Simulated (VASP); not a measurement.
Here is a VASP 6.6.1 calculation.

INCAR

```
SYSTEM = TaSi
  PREC = Accurate
  ENCUT = 520
  EDIFF = 1E-6
  ISMEAR = -1
  SIGMA = 0.05
  LREAL = .False.
  LASPH = .True.
  NELM = 60
  ALGO = Normal
  ISIF = 2
  LWAVE = .False.
  LCHARG = .False.
  GGA = PE
  NBANDS = 14
```

KPOINTS

```
Automatic mesh
0
Gamma
  13 13 13
  0 0 0
```

File POSCAR:

```
TaSi
1.0
    3.1579672874      0.0000000000      0.0000000000
    0.0000000000      3.1579672874      0.0000000000
    0.0000000000      0.0000000000      3.1579672874
Ta Si
1 1
Direct
    0.0000000000      0.0000000000      0.0000000000
    0.5000000000      0.5000000000      0.5000000000
```

Potentials or basis: VASP PAW PBE potentials, release 64 (Ta_pv, Si).

The run is started by

```sh
$ cat potpaw_PBE.64/Ta_pv/POTCAR potpaw_PBE.64/Si/POTCAR > POTCAR
$ mpirun -np 1 vasp_std > vasp.out
```

(1) Estimate the pressure.

## Answers

(1) -0.8 GPa.
